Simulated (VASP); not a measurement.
A run of VASP 6.6.1 is set up as follows.

File POSCAR:

```
As
1.0
    3.6188152177      0.0000000000      0.0000000000
   -1.8094076088      3.1339859101      0.0000000000
    0.0000000000      0.0000000000     22.5000000000
As
2
Direct
    0.6666666667      0.3333333333      0.6187340410
    0.0000000000      0.0000000000      0.6790868125
```

The input INCAR.step1:

```
PREC = Accurate ; ENCUT = 440
ISMEAR = 0 ; SIGMA = 0.04
LREAL = F ; LASPH = T
NELM = 120 ; LDIPOL = T
IDIPOL = 3 ; DIPOL = 0.5 0.5 0.649
NBANDS = 12 ; GGA = PE
ALGO = Normal ; EDIFF = 1E-5
LWAVE = T ; LCHARG = F
GGA_COMPAT = F ; NELMDL = -8
```

INCAR.step2

```
PREC = Accurate ; ENCUT = 440
EDIFF = 1E-6 ; ISMEAR = 0
SIGMA = 0.04 ; LREAL = F
LASPH = T ; NELM = 120
ALGO = Normal ; ISIF = 2
LWAVE = F ; LCHARG = F
LDIPOL = T ; IDIPOL = 3
DIPOL = 0.5 0.5 0.649 ; METAGGA = R2SCAN
LMIXTAU = T ; LUSE_VDW = T
IVDW_NL = 2 ; BPARAM = 11.95
CPARAM = 0.0093 ; NBANDS = 12
ISTART = 1 ; GGA_COMPAT = F
```

Contents of KPOINTS:

```
regular mesh
0
Gamma
  12 12 1
```

Potentials or basis: VASP PAW PBE potentials, release 64 (As).

The run is started by

```sh
$ cat potpaw_PBE.64/As/POTCAR > POTCAR
$ cp INCAR.step1 INCAR
$ mpirun -np 1 vasp_std > vasp.out
$ cp INCAR.step2 INCAR
$ mpirun -np 1 vasp_std > vasp.out
```

**Question.** Predict the largest force.

**Answer.** 0.081 eV/Å.

**Question.** What does it give for the band gap on the k mesh?

**Answer.** 2.08 eV (least direct gap 2.32 eV).

Forces on the atoms (eV/Å):
```
As   0.000  0.000 -0.081
As   0.000  0.000  0.081
```

Caveat: the PAW data sets were made with another functional, which shifts forces and pressure a little.
